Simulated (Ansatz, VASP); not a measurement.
## Two plane-wave programs on AlNi

```
CELL_PARAMETERS angstrom
1.97454 -1.97451 0.00000
1.97454 1.97451 0.00000
0.00000 0.00000 2.97780
ATOMIC_POSITIONS crystal
Al 0.00000 0.00000 0.00000
Ni 0.50000 0.50000 0.50000
```

Alike in both runs: task single point; functional PBE; k mesh 16 × 16 × 16; occupations gaussian, width 0.15 eV; no spin polarisation.

```csv
,VASP,Ansatz
version,VASP 6.6.1,Ansatz 0.2.0
potentials or method,"VASP PAW PBE potentials, release 64 (Al, Ni), cutoff 520 eV","scalar-relativistic, plane waves, PAW"
valence electrons in the cell,13,21
```

```csv
,VASP,Ansatz,Ansatz less VASP
gap on the k mesh at the Fermi level (eV),none,none,-
pressure (GPa),7.4,7.5,+0.09
"traceless stress, the component that is largest in VASP (GPa)",-2.97,-2.89,+0.080
```

A gap of «none» marks a metal or a gap that the smearing closes. VASP's potentials hold 13 valence electrons a cell and Ansatz's 21, so a difference there can come from the potentials and not from the codes. Ansatz's warnings: near symmetry operations not taken.
